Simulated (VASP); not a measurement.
Set up this calculation in VASP 6.6.1, as the native input.

* Task: single point
* Functional: r2SCAN
* Potentials or basis: VASP PAW PBE potentials, release 64 (C, O)
* Cutoff: 520 eV
* k mesh: 6 × 6 × 5
* Occupations: gaussian, width 0.01 eV
* Spin: no spin polarisation
* Dipole correction: no
* Further INCAR settings: ALGO = Normal; EDIFF = 1e-06; NBANDS = 25

CO2:

```
C O
1.0
     2.34856   -2.15339    0.00000
     2.34856    2.15339    0.00000
     0.00000    0.00000    6.00339
C O
2 4
Direct
  0.00000 0.00000 0.00000
  0.50000 0.50000 0.50000
  0.78551 0.21449 0.11556
  0.21449 0.78551 0.88444
  0.71449 0.28551 0.61556
  0.28551 0.71449 0.38444
```

These files were run (other wordings do the same):

POSCAR

```
CO2
1.0
    2.3485648566     -2.1533901949      0.0000000000
    2.3485648566      2.1533901949      0.0000000000
    0.0000000000      0.0000000000      6.0033871258
C O
2 4
Direct
    0.0000000000      0.0000000000      0.0000000000
    0.5000000000      0.5000000000      0.5000000000
    0.7855078802      0.2144921198      0.1155607245
    0.2144921198      0.7855078802      0.8844392755
    0.7144921198      0.2855078802      0.6155607245
    0.2855078802      0.7144921198      0.3844392755
```

INCAR.step1

```
PREC     = Accurate       # precision mode
ENCUT    = 520            # plane-wave cutoff, eV
ISMEAR   = 0              # smearing method
SIGMA    = 0.01           # smearing width, eV
LREAL    = False          # projectors in reciprocal space
LASPH    = True           # aspherical terms in the spheres
NELM     = 80             # most SCF steps
NBANDS   = 25             # bands
GGA      = PE             # functional
ALGO     = Normal         # electronic algorithm
EDIFF    = 1E-4           # SCF threshold, eV
LWAVE    = True           # write WAVECAR
LCHARG   = False          # write CHGCAR
```

INCAR.step2

```
PREC     = Accurate       # precision mode
ENCUT    = 520            # plane-wave cutoff, eV
EDIFF    = 1E-6           # SCF threshold, eV
ISMEAR   = 0              # smearing method
SIGMA    = 0.01           # smearing width, eV
LREAL    = False          # projectors in reciprocal space
LASPH    = True           # aspherical terms in the spheres
NELM     = 80             # most SCF steps
ALGO     = Normal         # electronic algorithm
ISIF     = 2              # what is computed and relaxed
LWAVE    = False          # write WAVECAR
LCHARG   = False          # write CHGCAR
METAGGA  = R2SCAN         # meta-GGA
LMIXTAU  = True         
NBANDS   = 25             # bands
ISTART   = 1
```

KPOINTS

```
Automatic mesh
0
Gamma
  6 6 5
```

Potentials or basis: VASP PAW PBE potentials, release 64 (C, O).

Run with:

```bash
$ cat potpaw_PBE.64/C/POTCAR potpaw_PBE.64/O/POTCAR > POTCAR
$ cp INCAR.step1 INCAR
$ mpirun -np 1 vasp_std > vasp.out
$ cp INCAR.step2 INCAR
$ mpirun -np 1 vasp_std > vasp.out
```

It gave:

```yaml
Pressure: 12.8 GPa
Largest_force: 0.824 eV/Å
Band_gap_on_the_k_mesh: 6.77 eV (least direct gap 7.82 eV)
```

Caveat: the stress differs along the axes, from 10 to 16 GPa; the PAW data sets were made with another functional, which shifts forces and pressure a little.

Wall time 2.7 min on 1 thread of AMD EPYC 7R13 Processor (Zen 3) (shared host), peak memory 0.16 GiB.
